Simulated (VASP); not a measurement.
# ZnS (F-43m) in VASP: a series of runs

The runs below take ZnS through single point, with PBEsol, revPBE.

Everything below comes from runs of VASP 6.6.1. Logs are shortened: lines on timing, memory, paths and dates and some standing lists are left out, and cuts for length are marked.

**What was measured.**

From “Electronic, vibrational, and thermodynamic properties of ZnS (zincblende and rocksalt structure)”, 2009, arxiv:0911.5022, for a bulk crystal of ZnS at 19 K: band gap 3.85 eV (direct).

The results are compared with them further down.

## Step 1: The cell of the first run

The structure is cubic, space group F-43m (No. 216). The conventional cell has a = 5.356 Å, b = 5.356 Å, c = 5.356 Å, α = 90.00°, β = 90.00°, γ = 90.00°. Zn (site symmetry -43m) has 4 S at 2.32 Å within 3.1 Å. S (site symmetry -43m) has 4 Zn at 2.32 Å within 3.1 Å.

## Step 2: Single point, PBEsol

The input, INCAR:

```
SYSTEM = ZnS
PREC = Accurate ; ENCUT = 520
EDIFF = 1E-6 ; ISMEAR = -1
SIGMA = 0.05 ; LREAL = .FALSE.
LASPH = .TRUE. ; NELM = 60
ALGO = Normal ; ISIF = 2
LWAVE = .FALSE. ; LCHARG = .FALSE.
GGA = PS ; NBANDS = 16
```

The input, KPOINTS:

```
Automatic mesh
0
G
  9 9 9
  0 0 0
```

The input, POSCAR:

```
ZnS
1.0
    0.0000000000      2.6777714426      2.6777714426
    2.6777714426      0.0000000000      2.6777714426
    2.6777714426      2.6777714426      0.0000000000
Zn S
1 1
Direct
    0.7500000000      0.7500000000      0.7500000000
    0.0000000000      0.0000000000      0.0000000000
```

Potentials or basis: VASP PAW PBE potentials, release 64 (Zn, S).

Run with:

```sh
$ cat potpaw_PBE.64/Zn/POTCAR potpaw_PBE.64/S/POTCAR > POTCAR
$ mpirun -np 1 vasp_std > vasp.out
```

OUTCAR:

```text
SYSTEM = ZnS
   PREC = Accurate
   ENCUT = 520
   EDIFF = 1E-6
   ISMEAR = -1
   LREAL = .FALSE.
   LASPH = .TRUE.
   NELM = 60
   ISIF = 2
   GGA = PS

 ion  position               nearest neighbor table
   1  0.750  0.750  0.750-   2 2.32   2 2.32   2 2.32   2 2.32
   2  0.000  0.000  0.000-   1 2.32   1 2.32   1 2.32   1 2.32

  LATTYP: Found a face centered cubic cell.
 ALAT       =     5.3555428852

  Lattice vectors:

 A1 = (   0.0000000000,   2.6777714426,   2.6777714426)
 A2 = (   2.6777714426,   0.0000000000,   2.6777714426)
 A3 = (   2.6777714426,   2.6777714426,   0.0000000000)

Analysis of symmetry for initial positions (statically):
=====================================================================
 Subroutine PRICEL returns:
 Original cell was already a primitive cell.

 Routine SETGRP: Setting up the symmetry group for a
 face centered cubic supercell.

 Subroutine GETGRP returns: Found 24 space group operations
 (whereof 24 operations were pure point group operations)
 out of a pool of 48 trial point group operations.

The static configuration has the point symmetry T_d .

Analysis of symmetry for dynamics (positions and initial velocities):
=====================================================================
 Subroutine PRICEL returns:
 Original cell was already a primitive cell.

 Routine SETGRP: Setting up the symmetry group for a
 face centered cubic supercell.

 Subroutine GETGRP returns: Found 24 space group operations
 (whereof 24 operations were pure point group operations)
 out of a pool of 48 trial point group operations.

The dynamic configuration has the point symmetry T_d .

 Subroutine INISYM returns: Found 24 space group operations
 (whereof 24 operations are pure point group operations),
 and found     1 'primitive' translations

----------------------------------------------------------------------------------------

                                     Primitive cell

  volume of cell :      38.4017

  direct lattice vectors                    reciprocal lattice vectors
     0.000000000  2.677771443  2.677771443    -0.186722433  0.186722433  0.186722433
     2.677771443  0.000000000  2.677771443     0.186722433 -0.186722433  0.186722433
     2.677771443  2.677771443  0.000000000     0.186722433  0.186722433 -0.186722433

  length of vectors
     3.786940691  3.786940691  3.786940691     0.323412742  0.323412742  0.323412742

  position of ions in fractional coordinates (direct lattice)
     0.750000000  0.750000000  0.750000000
     0.000000000  0.000000000  0.000000000

  ion indices of the primitive-cell ions
   primitive index   ion index
                 1           1
                 2           2

----------------------------------------------------------------------------------------

 KPOINTS: Automatic mesh

Automatic generation of k-mesh.
 Grid dimensions read from file:
 generate k-points for:    9    9    9

 Generating k-lattice:

  Cartesian coordinates                     Fractional coordinates (reciprocal lattice)
    -0.020746937  0.020746937  0.020746937     0.111111111  0.000000000  0.000000000
     0.020746937 -0.020746937  0.020746937     0.000000000  0.111111111  0.000000000
     0.020746937  0.020746937 -0.020746937     0.000000000  0.000000000  0.111111111

  Length of vectors
     0.035934749  0.035934749  0.035934749

  Shift w.r.t. Gamma in fractional coordinates (k-lattice)
     0.000000000  0.000000000  0.000000000

 Subroutine IBZKPT returns following result:
 ===========================================

 Found     35 irreducible k-points:

 Following reciprocal coordinates:
            Coordinates               Weight
  0.000000  0.000000  0.000000      1.000000
  0.111111  0.000000  0.000000      8.000000
  0.222222  0.000000  0.000000      8.000000
  0.333333  0.000000  0.000000      8.000000
  0.444444  0.000000  0.000000      8.000000
  0.111111  0.111111  0.000000      6.000000
[... 16 lines left out ...]
 -0.333333  0.333333  0.000000     12.000000
  0.444444  0.444444  0.000000      6.000000
 [... further k-points ...]
   k-points           NKPTS =     35   k-points in BZ     NKDIM =     35   number of bands    NBANDS=     16
   number of dos      NEDOS =    301   number of ions     NIONS =      2
   total plane-waves  NPLWV =  21952
   dimension x,y,z NGX =    28 NGY =   28 NGZ =   28
   dimension x,y,z NGXF=    56 NGYF=   56 NGZF=   56
   ions per type =               1   1
   NGX,Y,Z   is equivalent  to a cutoff of  12.29, 12.29, 12.29 a.u.
   NGXF,Y,Z  is equivalent  to a cutoff of  24.58, 24.58, 24.58 a.u.
 SYSTEM =  ZnS
   PREC   = accura    normal or accurate (medium, high low for compatibility)
   ISTART =      0    job   : 0-new  1-cont  2-samecut
   ICHARG =      2    charge: 1-file 2-atom 10-const
   ISPIN  =      1    spin polarized calculation?
   LNONCOLLINEAR =      F non collinear calculations
   LSORBIT =      F    spin-orbit coupling
   LASPH  =      T    aspherical Exc in radial PAW
   ENCUT  =  520.0 eV  38.22 Ry    6.18 a.u.   7.04  7.04  7.04*2*pi/ulx,y,z
   NELM   =     60;   NELMIN=  2; NELMDL= -5     # of ELM steps
   EDIFF  = 0.1E-05   stopping-criterion for ELM
   LREAL  =      F    real-space projection
   EDIFFG = 0.1E-04   stopping-criterion for IOM
   NSW    =      0    number of steps for IOM
   IBRION =     -1    ionic relax: 0-MD 1-quasi-New 2-CG
   NFREE  =      0    steps in history (QN), initial steepest desc. (CG)
   ISIF   =      2    stress and relaxation
   ISYM   =      2    0-nonsym 1-usesym 2-fastsym
   POTIM  = 0.5000    time-step for ionic-motion
   TEBEG  =    0.0;   TEEND  =   0.0 temperature during run
   PSTRESS=    0.0 pullay stress
   NELECT =      18.0000    total number of electrons
   NUPDOWN=      -1.0000    fix difference up-down
   EMIN   =  10.00;   EMAX   =-10.00  energy-range for DOS
   EFERMI =   0.00;   METHOD = LEGACY
   ISMEAR =    -1;   SIGMA  =   0.05  broadening in eV -4-tet -1-fermi 0-gaus
   EFERMI_NEDOS =   21; number of points for ismear=-14 and -15
   IALGO  =     38    algorithm
   IMIX   =      4    mixing-type and parameters
     AMIX     =   0.40;   BMIX     =  1.00
     AMIX_MAG =   1.60;   BMIX_MAG =  1.00
  volume/ion in A,a.u.               =      19.20       129.57
  Fermi-wavevector in a.u.,A,eV,Ry     =   1.271693  2.403151 22.003372  1.617202
  Thomas-Fermi vector in A             =   2.404612
   LORBIT       =      0    0 simple, 1 ext, 2 COOP (PROOUT), +10 PAW based schemes
   GGA     = PS    functional components
   LHFCALC =     F    Hartree Fock is set to
   AEXX    =    0.0000 exact exchange contribution
   IVDW    =     0    specifies the selected vdW correction
   LEPSILON=     F    determine dielectric tensor
   LRPA    =     F    only Hartree local field effects (RPA)
 non-spin polarized calculation
  energy-cutoff  :      520.00
  volume of cell :       38.40
 maximum number of plane-waves:      1044
   NGX = 15   NGY = 15   NGZ = 15

 number of electron      18.0000016 magnetization

 Free energy of the ion-electron system (eV)
  ---------------------------------------------------
  ext. energy  EPLUGINS =         0.00000000
  ---------------------------------------------------
  free energy    TOTEN  =        -7.58881614 eV

  energy without entropy =       -7.58881614  energy(sigma->0) =       -7.58881614

 E-fermi :   3.2821     XC(G=0):  -9.9773

 val. band max:        2.2694369216   @ k =   0.0000   0.0000   0.0000
 cond. band min:       4.3644974946   @ k =   0.0000   0.0000   0.0000
 fundamental gap:      2.0950605730
 Fermi energy:         3.2821068534

 k-point     1 :       0.0000    0.0000    0.0000
  band No.  band energies     occupation
      1     -11.0791      2.00000
      2      -4.2155      2.00000
      3      -4.2155      2.00000
      4      -4.2155      2.00000
      5      -3.6838      2.00000
      6      -3.6838      2.00000
[... 8 lines left out ...]
     15      14.0370      0.00000
     16      14.0601      0.00000

 k-point     2 :       0.1111    0.0000    0.0000
  band No.  band energies     occupation
      1     -10.9803      2.00000
      2      -4.2185      2.00000
      3      -4.1976      2.00000
      4      -4.1976      2.00000
      5      -3.6855      2.00000
      6      -3.6855      2.00000
[... 8 lines left out ...]
     15      13.4841      0.00000
     16      14.7542      0.00000

 k-point     3 :       0.2222    0.0000    0.0000
  band No.  band energies     occupation
      1     -10.7126      2.00000
      2      -4.1986      2.00000
      3      -4.1555      2.00000
      4      -4.1555      2.00000
      5      -3.6845      2.00000
      6      -3.6845      2.00000
[... 8 lines left out ...]
     15      13.1170      0.00000
     16      14.5000      0.00000

 k-point     4 :       0.3333    0.0000    0.0000
  band No.  band energies     occupation
      1     -10.3706      2.00000
      2      -4.1160      2.00000
      3      -4.1160      2.00000
      4      -4.0718      2.00000
      5      -3.6714      2.00000
      6      -3.6714      2.00000
[... 8 lines left out ...]
     15      13.8282      0.00000
     16      13.9876      0.00000

 k-point     5 :       0.4444    0.0000    0.0000
  band No.  band energies     occupation
      1     -10.1190      2.00000
      2      -4.0964      2.00000
      3      -4.0964      2.00000
      4      -3.7107      2.00000
      5      -3.6542      2.00000
      6      -3.6542      2.00000
[... 8 lines left out ...]
     15      15.2968      0.00000
     16      15.2968      0.00000

 k-point     6 :       0.1111    0.1111    0.0000
  band No.  band energies     occupation
      1     -10.9473      2.00000
      2      -4.2362      2.00000
      3      -4.1829      2.00000
      4      -4.1829      2.00000
      5      -3.6986      2.00000
      6      -3.6742      2.00000
[... 8 lines left out ...]
     15      14.1995      0.00000
     16      15.1475      0.00000

 k-point     7 :       0.2222    0.1111    0.0000
  band No.  band energies     occupation
      1     -10.7355      2.00000
      2      -4.2393      2.00000
      3      -4.1414      2.00000
      4      -4.1399      2.00000
      5      -3.7082      2.00000
      6      -3.6656      2.00000
[... 8 lines left out ...]
     15      14.0826      0.00000
     16      15.7719      0.00000

 k-point     8 :       0.3333    0.1111    0.0000
  band No.  band energies     occupation
      1     -10.4151      2.00000
      2      -4.1782      2.00000
      3      -4.0951      2.00000
      4      -4.0801      2.00000
      5      -3.6963      2.00000
      6      -3.6543      2.00000
[... 8 lines left out ...]
     15      14.5160      0.00000
     16      15.1291      0.00000

 k-point     9 :       0.4444    0.1111    0.0000
  band No.  band energies     occupation
      1     -10.1261      2.00000
      2      -4.1085      2.00000
      3      -4.0707      2.00000
      4      -3.8761      2.00000
      5      -3.6461      2.00000
      6      -3.6377      2.00000
[... 8 lines left out ...]
     15      15.2438      0.00000
     16      15.6592      0.00000
[... 172 lines left out ...]
 k-point    19 :      -0.2222    0.2222    0.0000
  band No.  band energies     occupation
      1     -10.2507      2.00000
      2      -4.0963      2.00000
      3      -4.0772      2.00000
      4      -4.0521      2.00000
      5      -3.7062      2.00000
      6      -3.6335      2.00000
[... 8 lines left out ...]
     15      15.8916      0.00000
     16      16.6146      0.00000

 k-point    20 :       0.3333    0.3333    0.0000
  band No.  band energies     occupation
      1     -10.1325      2.00000
      2      -4.2947      2.00000
      3      -3.9644      2.00000
      4      -3.9644      2.00000
      5      -3.7007      2.00000
      6      -3.6225      2.00000
[... 8 lines left out ...]
     15      15.3445      0.00000
     16      19.4332      0.00000

 k-point    21 :       0.4444    0.3333    0.0000
  band No.  band energies     occupation
      1      -9.9202      2.00000
      2      -4.2503      2.00000
      3      -3.9190      2.00000
      4      -3.9066      2.00000
      5      -3.6176      2.00000
      6      -3.5975      2.00000
[... 8 lines left out ...]
     15      15.9954      0.00000
     16      17.6826      0.00000

 k-point    22 :      -0.4444    0.3333    0.0000
  band No.  band energies     occupation
      1      -9.7970      2.00000
      2      -4.1645      2.00000
      3      -3.9168      2.00000
      4      -3.8304      2.00000
      5      -3.6364      2.00000
      6      -3.3826      2.00000
[... 8 lines left out ...]
     15      15.3289      0.00000
     16      17.6019      0.00000

 k-point    23 :      -0.3333    0.3333    0.0000
  band No.  band energies     occupation
      1      -9.8311      2.00000
      2      -4.1131      2.00000
      3      -3.9577      2.00000
      4      -3.7498      2.00000
      5      -3.6683      2.00000
      6      -3.3982      2.00000
[... 8 lines left out ...]
     15      13.9383      0.00000
     16      18.8607      0.00000

 k-point    24 :       0.4444    0.4444    0.0000
  band No.  band energies     occupation
      1      -9.7955      2.00000
      2      -4.2843      2.00000
      3      -3.8649      2.00000
      4      -3.8649      2.00000
      5      -3.6045      2.00000
      6      -3.5249      2.00000
[... 8 lines left out ...]
     15      15.9425      0.00000
     16      17.3769      0.00000

 [... further k-points ...]
[... 5 lines left out ...]
  --------------------------------------------------------------------------------------
  -------------------------------------------------------------------------------------
  Total        0.0560378      0.0560378      0.0560378      0.0000000     -0.0000000      0.0000000
  in kB        2.3379805      2.3379805      2.3379805      0.0000000     -0.0000000      0.0000000
  external PRESSURE =       2.3379805 kB  Pullay stress =       0.0000000 kB

 VOLUME and BASIS-vectors are now :
 -----------------------------------------------------------------------------
  energy-cutoff  :      520.00
  volume of cell :       38.40
      direct lattice vectors                 reciprocal lattice vectors
     0.000000000  2.677771443  2.677771443    -0.186722433  0.186722433  0.186722433
     2.677771443  0.000000000  2.677771443     0.186722433 -0.186722433  0.186722433
     2.677771443  2.677771443  0.000000000     0.186722433  0.186722433 -0.186722433

 POSITION                                       TOTAL-FORCE (eV/Angst)
 -----------------------------------------------------------------------------------
      4.01666      4.01666      4.01666         0.000000      0.000000      0.000000
      0.00000      0.00000      0.00000        -0.000000     -0.000000     -0.000000
 -----------------------------------------------------------------------------------
    total drift:                                0.000002      0.000002      0.000002

  FREE ENERGIE OF THE ION-ELECTRON SYSTEM (eV)
  ---------------------------------------------------
  free  energy   TOTEN  =        -7.5888161351 eV

  energy  without entropy=       -7.5888161351  energy(sigma->0) =       -7.58881614
```

Run time: 14 s. Hardware: 1 thread of Intel Xeon 6975P-C, shared host; peak memory 0.16 GiB.

Results:

* Free energy: -7.5888 eV
* Pressure: 0.2 GPa
* Band gap on the k mesh: 2.10 eV, direct

Caveat: the PAW data sets were made with another functional, which shifts forces and pressure a little.

(Continued in part 2 of 2.)
